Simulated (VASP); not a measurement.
Wanted: the native input for a VASP 6.6.1 run.

| Item | Value |
| --- | --- |
| Task | relaxation of cell and atoms |
| Functional | PBE |
| Potentials or basis | VASP PAW PBE potentials, release 64 (Be, Te) |
| Cutoff | 600 eV |
| k mesh | 4 × 4 × 4 |
| Occupations | gaussian, width 0.2 eV |
| Spin | no spin polarisation |
| Dipole correction | no |
| Further INCAR settings | ALGO = Normal; EDIFF = 1e-06; IBRION = 2; EDIFFG = -0.08; NSW = 36; ISIF = 3 |

The structure of Be5Te lies in POSCAR:

```
Be5Te
1.0
    4.3987135300      0.0000000000      0.0000000000
   -2.1993567700      3.8093976600      0.0000000000
    0.0000000000      0.0000000000      4.2310881100
Be Te
5 1
Direct
    0.2156108100      0.0000000000      0.7060759000
    0.0000000000      0.2156108100      0.7060759000
    0.7843891900      0.7843891900      0.7060759000
    0.3333333300      0.6666666700      0.4585208500
    0.6666666700      0.3333333300      0.4585208500
    0.0000000000      0.0000000000      0.2640849800
```

The input as run:

INCAR

```
PREC = Accurate ; ENCUT = 600
EDIFF = 1E-6 ; ISMEAR = 0
SIGMA = 0.2 ; LREAL = False
LASPH = True ; NELM = 100
ALGO = Normal ; ISIF = 3
LWAVE = False ; LCHARG = False
GGA = PE ; IBRION = 2
NSW = 36 ; EDIFFG = -0.08
```

KPOINTS

```
Automatic mesh
0
Gamma
  4 4 4
```

Potentials or basis: VASP PAW PBE potentials, release 64 (Be, Te).

Command:

```sh
$ cat potpaw_PBE.64/Be/POTCAR potpaw_PBE.64/Te/POTCAR > POTCAR
$ mpirun -np 1 vasp_std > vasp.out
```

Results of the run:

| Property | Result |
| --- | --- |
| Relaxed volume | 13.85 Å³/atom |
| Relaxed cell | a = 3.763 Å, b = 3.763 Å, c = 6.779 Å, α = 90.00°, β = 90.00°, γ = 120.00° |
| Space group after relaxing (to 0.05 Å) | P31m (No. 157) |
| Energy gained by relaxing | 1333.4 meV/atom |
| Ionic steps | 29 |
| Pressure after relaxing | 0.3 GPa |
| Largest force after relaxing | 0.031 eV/Å |
| Band gap on the k mesh | zero (band 8 reaches 5.27 eV, above the bottom of band 9 at 5.25 eV) |

Caveat: the k points lie up to 0.48 Å⁻¹ apart in the final cell; the volume moved by over 15 % at a fixed basis, so the end points are rough; spin-orbit coupling is left out, which moves the levels of the heavy elements; the relaxation stopped at a loose force limit of 0.08 eV/Å, so its end isn't a converged minimum.

Wall time 2.4 min on 1 thread of Intel(R) Xeon(R) 6975P-C (Granite Rapids), with other jobs on the host, peak memory 0.22 GiB.
